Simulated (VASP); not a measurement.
# SrTiO3 (P4mm) in VASP: a series of runs

The runs below take SrTiO3 through single point, with PBEsol.

All numbers are computed with VASP 6.6.1; they aren't measurements. Logs are shortened: lines on timing, memory, paths and dates and some standing lists are left out, and cuts for length are marked.

## 1. The cell of the first run

It takes space group P4mm (No. 99, tetragonal). The conventional cell has a = 3.891 Å, b = 3.891 Å, c = 3.891 Å, α = 90.00°, β = 90.00°, γ = 90.00°. Sr (site symmetry 4mm) has 12 O at 2.60 to 2.92 Å and 8 Ti at 3.32 to 3.42 Å within 3.5 Å. Within 2.4 Å of Ti (site symmetry 4mm) lie 6 O at 1.82 to 2.07 Å. O (site symmetry 4mm) has 2 Ti at 1.82 to 2.07 Å within 2.4 Å. Within 2.6 Å of O (site symmetry 2mm) lie 2 Ti at 1.95 Å and 2 Sr at 2.60 Å.

## 2. Single point, PBEsol (atoms displaced along several vibrational modes)

File INCAR:

```
SYSTEM = SrTiO3
PREC     = Accurate       ! precision mode
ENCUT    = 520            ! plane-wave cutoff, eV
EDIFF    = 1E-7           ! SCF threshold, eV
ISMEAR   = 0              ! smearing method
SIGMA    = 0.05           ! smearing width, eV
LREAL    = .False.        ! projectors in reciprocal space
LASPH    = .True.         ! aspherical terms in the spheres
NELM     = 100            ! most SCF steps
ALGO     = Normal         ! electronic algorithm
ISIF     = 2              ! what is computed and relaxed
LWAVE    = .False.        ! write WAVECAR
LCHARG   = .False.        ! write CHGCAR
GGA      = PS             ! functional
NBANDS   = 28             ! bands
```

File KPOINTS:

```
regular mesh
0
Gamma
  8 8 8
  0 0 0
```

File POSCAR:

```
SrTiO3
1.0
    3.8913815400      0.0000000000      0.0000000000
    0.0000000000      3.8913815400      0.0000000000
    0.0000000000      0.0000000000      3.8913815400
Sr Ti O
1 1 3
Direct
    0.0206001841      0.0000000000      0.0000000000
    0.4986243492      0.5000000000      0.5000000000
   -0.0329999995      0.5000000000      0.5000000000
    0.4621484824      0.0000000000      0.5000000000
    0.4621484824      0.5000000000      0.0000000000
```

Potentials or basis: VASP PAW PBE potentials, release 64 (Sr_sv, Ti_sv, O).

Command:

```console
cat potpaw_PBE.64/Sr_sv/POTCAR potpaw_PBE.64/Ti_sv/POTCAR potpaw_PBE.64/O/POTCAR > POTCAR
mpirun -np 1 vasp_std > vasp.out
```

OUTCAR:

```text
SYSTEM = SrTiO3
   PREC = Accurate
   ENCUT = 520
   EDIFF = 1E-7
   ISMEAR = 0
   LREAL = .False.
   LASPH = .True.
   NELM = 100
   ISIF = 2
   GGA = PS

 ion  position               nearest neighbor table
   1  0.021  0.000  0.000-   4 2.60   5 2.60   4 2.60   5 2.60   3 2.76   3 2.76   3 2.76   3 2.76
                             4 2.92   5 2.92   4 2.92   5 2.92   2 3.32   2 3.32   2 3.32   2 3.32
   2  0.499  0.500  0.500-   3 1.82   4 1.95   5 1.95   5 1.95   4 1.95   3 2.07   1 3.32   1 3.32
                             1 3.32   1 3.32   1 3.42   1 3.42   1 3.42   1 3.42
   3  0.967  0.500  0.500-   2 1.82   2 2.07   1 2.76   1 2.76   1 2.76   1 2.76
   4  0.462  0.000  0.500-   2 1.95   2 1.95   1 2.60   1 2.60   1 2.92   1 2.92
   5  0.462  0.500  0.000-   2 1.95   2 1.95   1 2.60   1 2.60   1 2.92   1 2.92

  LATTYP: Found a simple cubic cell.
 ALAT       =     3.8913815400

  Lattice vectors:

 A1 = (   3.8913815400,   0.0000000000,   0.0000000000)
 A2 = (   0.0000000000,   3.8913815400,   0.0000000000)
 A3 = (   0.0000000000,   0.0000000000,   3.8913815400)

Analysis of symmetry for initial positions (statically):
=====================================================================
 Subroutine PRICEL returns:
 Original cell was already a primitive cell.

 Routine SETGRP: Setting up the symmetry group for a
 simple cubic supercell.

 Subroutine GETGRP returns: Found  8 space group operations
 (whereof  8 operations were pure point group operations)
 out of a pool of 48 trial point group operations.

The static configuration has the point symmetry C_4v.

Analysis of symmetry for dynamics (positions and initial velocities):
=====================================================================
 Subroutine PRICEL returns:
 Original cell was already a primitive cell.

 Routine SETGRP: Setting up the symmetry group for a
 simple cubic supercell.

 Subroutine GETGRP returns: Found  8 space group operations
 (whereof  8 operations were pure point group operations)
 out of a pool of 48 trial point group operations.

The dynamic configuration has the point symmetry C_4v.

 Subroutine INISYM returns: Found  8 space group operations
 (whereof  8 operations are pure point group operations),
 and found     1 'primitive' translations

----------------------------------------------------------------------------------------

[... 99 lines left out ...]
   LREAL  =      F    real-space projection
   EDIFFG = 0.1E-05   stopping-criterion for IOM
   NSW    =      0    number of steps for IOM
   IBRION =     -1    ionic relax: 0-MD 1-quasi-New 2-CG
   NFREE  =      0    steps in history (QN), initial steepest desc. (CG)
   ISIF   =      2    stress and relaxation
   ISYM   =      2    0-nonsym 1-usesym 2-fastsym
   POTIM  = 0.5000    time-step for ionic-motion
   TEBEG  =    0.0;   TEEND  =   0.0 temperature during run
   PSTRESS=    0.0 pullay stress
   NELECT =      40.0000    total number of electrons
   NUPDOWN=      -1.0000    fix difference up-down
   EMIN   =  10.00;   EMAX   =-10.00  energy-range for DOS
   EFERMI =   0.00;   METHOD = LEGACY
   ISMEAR =     0;   SIGMA  =   0.05  broadening in eV -4-tet -1-fermi 0-gaus
   EFERMI_NEDOS =   21; number of points for ismear=-14 and -15
   IALGO  =     38    algorithm
   IMIX   =      4    mixing-type and parameters
     AMIX     =   0.40;   BMIX     =  1.00
     AMIX_MAG =   1.60;   BMIX_MAG =  1.00
  volume/ion in A,a.u.               =      11.79        79.53
  Fermi-wavevector in a.u.,A,eV,Ry     =   1.438769  2.718879 28.164817  2.070056
  Thomas-Fermi vector in A             =   2.557699
   LORBIT       =      0    0 simple, 1 ext, 2 COOP (PROOUT), +10 PAW based schemes
   GGA     = PS    functional components
   LHFCALC =     F    Hartree Fock is set to
   AEXX    =    0.0000 exact exchange contribution
   IVDW    =     0    specifies the selected vdW correction
   LEPSILON=     F    determine dielectric tensor
   LRPA    =     F    only Hartree local field effects (RPA)
 non-spin polarized calculation
 Gauss-broadening in eV      SIGMA  =   0.05
  energy-cutoff  :      520.00
  volume of cell :       58.93
 maximum number of plane-waves:      1622
 NGX is ok and might be reduce to    30
   NGX = 15   NGY = 15   NGZ = 15

 number of electron      40.0000010 magnetization

 Free energy of the ion-electron system (eV)
  ---------------------------------------------------
  ext. energy  EPLUGINS =         0.00000000
  ---------------------------------------------------
  free energy    TOTEN  =       -41.98017668 eV

  energy without entropy =      -41.98017668  energy(sigma->0) =      -41.98017668

 E-fermi :   4.4116     XC(G=0): -11.5805

 val. band max:        4.0424944089   @ k =   0.5000   0.5000   0.5000
 cond. band min:       5.9764066883   @ k =   0.0000   0.0000   0.0000
 fundamental gap:      1.9339122794
 Fermi energy:         4.4115684131

 k-point     1 :       0.0000    0.0000    0.0000
  band No.  band energies     occupation
      1     -51.9752      2.00000
      2     -28.4455      2.00000
      3     -28.3926      2.00000
      4     -28.3437      2.00000
      5     -28.3437      2.00000
      6     -13.3336      2.00000
[... 733 lines left out ...]
     27      12.1125      0.00000
     28      12.3845      0.00000

 [... further k-points ...]

------------------------ aborting loop because EDIFF is reached ----------------------------------------

  FORCE on cell =-STRESS in cart. coord.  units (eV):
  Direction    XX          YY          ZZ          XY          YZ          ZX
  --------------------------------------------------------------------------------------
  -------------------------------------------------------------------------------------
  Total        1.7926184      0.4366179      0.4366179      0.0000000      0.0000000     -0.0000000
  in kB       48.7401644     11.8713642     11.8713642      0.0000000      0.0000000     -0.0000000
  external PRESSURE =      24.1609643 kB  Pullay stress =       0.0000000 kB

 VOLUME and BASIS-vectors are now :
 -----------------------------------------------------------------------------
  energy-cutoff  :      520.00
  volume of cell :       58.93
      direct lattice vectors                 reciprocal lattice vectors
     3.891381540  0.000000000  0.000000000     0.256978143  0.000000000  0.000000000
     0.000000000  3.891381540  0.000000000     0.000000000  0.256978143  0.000000000
     0.000000000  0.000000000  3.891381540     0.000000000  0.000000000  0.256978143

 POSITION                                       TOTAL-FORCE (eV/Angst)
 -----------------------------------------------------------------------------------
      0.08016      0.00000      0.00000        -0.437882      0.000000      0.000000
      1.94034      1.94569      1.94569        -0.066321      0.000000     -0.000000
      3.76297      1.94569      1.94569         0.320574     -0.000000      0.000000
      1.79840      0.00000      1.94569         0.091814      0.000000      0.000000
      1.79840      1.94569      0.00000         0.091814      0.000000     -0.000000
 -----------------------------------------------------------------------------------
    total drift:                               -0.000013     -0.000000     -0.000003

  FREE ENERGIE OF THE ION-ELECTRON SYSTEM (eV)
  ---------------------------------------------------
  free  energy   TOTEN  =       -41.9801766838 eV

  energy  without entropy=      -41.9801766838  energy(sigma->0) =      -41.98017668
```

OSZICAR:

```text
N       E                     dE             d eps       ncg     rms          rms(c)
DAV:   1     0.429764090250E+03    0.42976E+03   -0.21296E+04  4200   0.159E+03
DAV:   2    -0.509144619856E+01   -0.43486E+03   -0.41347E+03  4732   0.438E+02
DAV:   3    -0.494171158711E+02   -0.44326E+02   -0.43982E+02  5852   0.136E+02
DAV:   4    -0.514721484443E+02   -0.20550E+01   -0.20505E+01  6304   0.251E+01
DAV:   5    -0.515187158682E+02   -0.46567E-01   -0.46556E-01  5824   0.330E+00    0.283E+01
DAV:   6    -0.420371378046E+02    0.94816E+01   -0.48242E+01  5944   0.648E+01    0.161E+01
DAV:   7    -0.420739198142E+02   -0.36782E-01   -0.77011E+00  5584   0.208E+01    0.119E+01
DAV:   8    -0.420910483820E+02   -0.17129E-01   -0.16348E+00  5112   0.140E+01    0.316E+00
DAV:   9    -0.419898709686E+02    0.10118E+00   -0.43365E-01  5156   0.664E+00    0.116E+00
DAV:  10    -0.419860866015E+02    0.37844E-02   -0.91044E-02  5336   0.207E+00    0.749E-01
DAV:  11    -0.419801977732E+02    0.58888E-02   -0.24777E-02  6416   0.157E+00    0.137E-01
DAV:  12    -0.419801723909E+02    0.25382E-04   -0.17279E-03  4940   0.475E-01    0.992E-02
DAV:  13    -0.419801878920E+02   -0.15501E-04   -0.53070E-04  6196   0.169E-01    0.521E-02
DAV:  14    -0.419801798588E+02    0.80332E-05   -0.46265E-05  5356   0.541E-02    0.234E-02
DAV:  15    -0.419801767944E+02    0.30644E-05   -0.14335E-05  6148   0.305E-02    0.129E-02
DAV:  16    -0.419801765565E+02    0.23788E-06   -0.34707E-06  5004   0.219E-02    0.321E-03
DAV:  17    -0.419801767082E+02   -0.15172E-06   -0.86421E-07  5404   0.620E-03    0.192E-03
DAV:  18    -0.419801766838E+02    0.24390E-07   -0.85384E-08  2840   0.224E-03
   1 F= -.41980177E+02 E0= -.41980177E+02  d E =-.123602E-27
```

It took 3.9 min on 1 thread of Intel Xeon 8259CL, shared host; peak memory 0.26 GiB.

What came out:

| Quantity | Value |
| --- | --- |
| Free energy | -41.9802 eV |
| Pressure | 2.4 GPa |
| Largest force | 0.438 eV/Å |
| Band gap on the k mesh | 1.93 eV (least direct gap 2.42 eV) |

Forces in eV/Å, atoms in the order of the input:
```
Sr  -0.438  0.000  0.000
Ti  -0.066  0.000  0.000
O    0.321  0.000  0.000
O    0.092  0.000  0.000
O    0.092  0.000  0.000
```

Levels at points of the mesh, in eV from the valence-band top:
```tsv
k point	band 18	band 19	band 20	band 21	band 22	band 23
(0.00, 0.00, 0.00)	-0.49	-0.49	-0.48	1.93	2.34	2.34
(0.50, 0.00, 0.00)	-2.06	-0.67	-0.67	2.12	4.09	4.09
(0.00, 0.50, 0.00)	-2.01	-0.99	-0.81	2.45	3.87	3.94
(0.50, 0.50, 0.00)	-1.54	-1.53	-0.08	3.91	4.10	4.39
(0.00, 0.50, 0.50)	-1.60	-1.60	-0.09	3.95	3.95	4.40
(0.50, 0.50, 0.50)	-0.02	-0.02	0.00	4.59	4.63	4.63
```

Caveat: the cell differs from its parent crystal (atoms displaced along several vibrational modes); the PAW data sets were made with another functional, which shifts forces and pressure a little. A k mesh can miss the band edges.

## 3. Single point, PBEsol (atoms displaced along several vibrational modes)

File INCAR:

```
SYSTEM = SrTiO3
  ALGO = Normal
  EDIFF = 1E-6
  ENCUT = 520
  GGA = PS
  ISIF = 2
  ISMEAR = 0
  LASPH = .True.
  LCHARG = .False.
  LREAL = .False.
  LWAVE = .False.
  NBANDS = 28
  NELM = 80
  PREC = Accurate
  SIGMA = 0.05
```

File KPOINTS:

```
k-points
0
Gamma
  8 8 8
  0 0 0
```

File POSCAR:

```
SrTiO3
1.0
    3.8913815400      0.0000000000      0.0000000000
    0.0000000000      3.8913815400      0.0000000000
    0.0000000000      0.0000000000      3.8913815400
Sr Ti O
1 1 3
Direct
   -0.0213664278      0.0000000000      0.0000000000
    0.5517836947      0.5000000000      0.5000000000
   -0.0140781059      0.5000000000      0.5000000000
    0.4880815023      0.0000000000      0.5000000000
    0.4880815023      0.5000000000      0.0000000000
```

Potentials or basis: VASP PAW PBE potentials, release 64 (Sr_sv, Ti_sv, O).

Command:

```console
cat potpaw_PBE.64/Sr_sv/POTCAR potpaw_PBE.64/Ti_sv/POTCAR potpaw_PBE.64/O/POTCAR > POTCAR
mpirun -np 1 vasp_std > vasp.out
```

Wall time 2 min (1 thread of Intel Xeon 6975P-C (Granite Rapids), shared host); peak memory 0.25 GiB.

It converged, with:

```yaml
Free_energy: -41.6966 eV
Pressure: 6.0 GPa
Largest_force: 3.882 eV/Å
Band_gap_on_the_k_mesh: 1.87 eV (least direct gap 2.57 eV)
```

Forces on the atoms (eV/Å):
```
Sr   0.881  0.000  0.000
Ti  -3.882  0.000  0.000
O    2.583  0.000  0.000
O    0.209  0.000  0.000
O    0.209  0.000  0.000
```

Stress tensor (GPa, compression positive):
```
14.57  0.00  0.00
 0.00  1.67  0.00
 0.00  0.00  1.67
```

Levels at points of the mesh, in eV from the valence-band top:
| k point | band 17 | band 18 | band 19 | band 20 | band 21 | band 22 | band 23 | band 24 |
| --- | --- | --- | --- | --- | --- | --- | --- | --- |
| (0.00, 0.00, 0.00) | -1.37 | -1.11 | -0.70 | -0.70 | 1.87 | 2.89 | 2.89 | 4.67 |
| (0.50, 0.00, 0.00) | -2.45 | -2.26 | -0.77 | -0.77 | 2.07 | 4.35 | 4.35 | 4.67 |
| (0.00, 0.50, 0.00) | -2.36 | -1.92 | -1.72 | -1.31 | 3.10 | 3.80 | 4.03 | 5.07 |
| (0.50, 0.50, 0.00) | -1.80 | -1.66 | -1.61 | -0.50 | 3.85 | 4.39 | 4.45 | 5.59 |
| (0.00, 0.50, 0.50) | -2.21 | -2.21 | -1.88 | -0.10 | 4.06 | 4.06 | 4.23 | 5.27 |
| (0.50, 0.50, 0.50) | -3.75 | -0.39 | -0.39 | 0.00 | 4.42 | 4.59 | 4.59 | 6.21 |

Caveat: the cell differs from its parent crystal (atoms displaced along several vibrational modes); the stress differs along the axes, from 2 to 15 GPa; the PAW data sets were made with another functional, which shifts forces and pressure a little. A k mesh can miss the band edges.

## 4. Single point, PBEsol (atoms displaced along several vibrational modes)

File INCAR:

```
SYSTEM = SrTiO3
PREC = Accurate
ENCUT = 520
EDIFF = 1E-7
ISMEAR = 0
SIGMA = 0.05
LREAL = .False.
LASPH = .True.
NELM = 100
ALGO = Normal
ISIF = 2
LWAVE = .False.
LCHARG = .True.
GGA = PS
LELF = .True.
LVHAR = .True.
NBANDS = 28
```

File KPOINTS:

```
regular mesh
0
Gamma
  8 8 8
  0 0 0
```

File POSCAR:

```
SrTiO3
1.0
    3.8913815400      0.0000000000      0.0000000000
    0.0000000000      3.8913815400      0.0000000000
    0.0000000000      0.0000000000      3.8913815400
Sr Ti O
1 1 3
Direct
    0.0473807538      0.0000000000      0.0000000000
    0.4602061169      0.5000000000      0.5000000000
   -0.0407627930      0.5000000000      0.5000000000
    0.4501680128      0.0000000000      0.5000000000
    0.4501680128      0.5000000000      0.0000000000
```

Command:

```console
cat potpaw_PBE.64/Sr_sv/POTCAR potpaw_PBE.64/Ti_sv/POTCAR potpaw_PBE.64/O/POTCAR > POTCAR
mpirun -np 1 vasp_std > vasp.out
```

Wall time 2.8 min (1 thread of Intel Xeon 6975P-C (Granite Rapids), shared host); peak memory 0.25 GiB.

The run converged. Its results:

- Free energy: -41.7730 eV
- Pressure: 4.1 GPa
- Largest force: 1.543 eV/Å
- Band gap on the k mesh: 1.73 eV (least direct gap 2.09 eV)

Forces on the atoms (eV/Å):
```
Sr  -1.543  0.000  0.000
Ti   1.022  0.000  0.000
O    0.007  0.000  0.000
O    0.257  0.000  0.000
O    0.257  0.000  0.000
```

Stress tensor (GPa, compression positive):
```
3.82 0.00 0.00
0.00 4.27 0.00
0.00 0.00 4.27
```

Levels at points of the mesh, in eV from the valence-band top:
| k point | band 17 | band 18 | band 19 | band 20 | band 21 | band 22 | band 23 | band 24 |
| --- | --- | --- | --- | --- | --- | --- | --- | --- |
| (0.00, 0.00, 0.00) | -1.32 | -0.39 | -0.39 | -0.36 | 1.73 | 1.91 | 1.91 | 4.40 |
| (0.50, 0.00, 0.00) | -2.35 | -2.12 | -0.81 | -0.81 | 1.90 | 3.86 | 3.86 | 4.41 |
| (0.00, 0.50, 0.00) | -2.45 | -1.68 | -0.70 | -0.69 | 2.01 | 3.75 | 3.79 | 4.43 |
| (0.50, 0.50, 0.00) | -1.77 | -1.66 | -1.56 | 0.00 | 3.77 | 3.88 | 4.33 | 5.40 |
| (0.00, 0.50, 0.50) | -1.66 | -1.52 | -1.52 | -0.34 | 3.82 | 3.82 | 4.27 | 5.39 |
| (0.50, 0.50, 0.50) | -3.71 | -0.26 | 0.00 | 0.00 | 4.50 | 4.51 | 4.51 | 7.13 |

Caveat: the cell differs from its parent crystal (atoms displaced along several vibrational modes); the cell stands under pressure; the PAW data sets were made with another functional, which shifts forces and pressure a little. A k mesh can miss the band edges.

## 5. Single point, PBEsol (atoms displaced along several vibrational modes)

File INCAR:

```
PREC     = Accurate       # precision mode
ENCUT    = 520            # plane-wave cutoff, eV
EDIFF    = 1E-7           # SCF threshold, eV
ISMEAR   = 0              # smearing method
SIGMA    = 0.05           # smearing width, eV
LREAL    = F              # projectors in reciprocal space
LASPH    = T              # aspherical terms in the spheres
NELM     = 80             # most SCF steps
ALGO     = Normal         # electronic algorithm
ISIF     = 2              # what is computed and relaxed
LWAVE    = F              # write WAVECAR
LCHARG   = T              # write CHGCAR
GGA      = PS             # functional
LELF     = T              # ELF
LVHAR    = T            
NBANDS   = 28             # bands
```

File KPOINTS:

```
regular mesh
0
Gamma
  8 8 8
```

File POSCAR:

```
SrTiO3
1.0
    3.8913815400      0.0000000000      0.0000000000
    0.0000000000      3.8913815400      0.0000000000
    0.0000000000      0.0000000000      3.8913815400
Sr Ti O
1 1 3
Direct
    0.0401618979      0.0000000000      0.0000000000
    0.4423855004      0.5000000000      0.5000000000
   -0.0116415939      0.5000000000      0.5000000000
    0.4820333025      0.0000000000      0.5000000000
    0.4820333025      0.5000000000      0.0000000000
```

Command:

```console
cat potpaw_PBE.64/Sr_sv/POTCAR potpaw_PBE.64/Ti_sv/POTCAR potpaw_PBE.64/O/POTCAR > POTCAR
mpirun -np 1 vasp_std > vasp.out
```

Wall time 2.3 min (1 thread of Intel Xeon 6975P-C (Granite Rapids), shared host); peak memory 0.25 GiB.

It converged, with:

```
Free energy            : -41.7412 eV
Pressure               : 4.9 GPa
Largest force          : 2.135 eV/Å
Band gap on the k mesh : 1.87 eV (least direct gap 2.41 eV)
```

Forces on the atoms (eV/Å):
```
Sr  -1.282  0.000  0.000
Ti   2.135  0.000  0.000
O   -0.901  0.000  0.000
O    0.024  0.000  0.000
O    0.024  0.000  0.000
```

Stress tensor (GPa, compression positive):
```
8.02 0.00 0.00
0.00 3.38 0.00
0.00 0.00 3.38
```

Levels at points of the mesh, in eV from the valence-band top:
```csv
k point,band 18,band 19,band 20,band 21,band 22,band 23
"(0.00, 0.00, 0.00)",-0.65,-0.54,-0.54,1.87,2.46,2.46
"(0.50, 0.00, 0.00)",-2.06,-0.71,-0.71,2.05,4.16,4.16
"(0.00, 0.50, 0.00)",-1.64,-1.18,-0.89,2.66,3.91,4.04
"(0.50, 0.50, 0.00)",-1.53,-1.50,-0.17,3.93,4.20,4.52
"(0.00, 0.50, 0.50)",-1.91,-1.71,-0.09,4.08,4.08,4.31
"(0.50, 0.50, 0.50)",-0.11,-0.11,0.00,4.56,4.65,4.65
```

Caveat: the cell differs from its parent crystal (atoms displaced along several vibrational modes); the cell stands under pressure; the PAW data sets were made with another functional, which shifts forces and pressure a little.

## 6. Overview

```tsv
cell	gap on the mesh (eV)	pressure (GPa)	largest force (eV/Å)
as given, atomic positions A	1.93	2.4	0.44
as given, atomic positions B	1.87	6.0	3.88
as given, atomic positions C	1.73	4.1	1.54
as given, atomic positions D	1.87	4.9	2.13
```

Alike in all rows: task single point; level PBEsol; potentials or basis VASP PAW PBE potentials, release 64 (Sr_sv, Ti_sv, O); no spin polarisation; k mesh 8 × 8 × 8; cutoff (eV) 520; smearing gaussian 0.05 eV.

Caveats: the PAW data sets were made with another functional, which shifts forces and pressure a little; the cell stands under pressure (at least some runs); the stress differs along the axes, from 2 to 15 GPa (at least some runs).

Absolute energies hang on the potentials; compare differences alone.
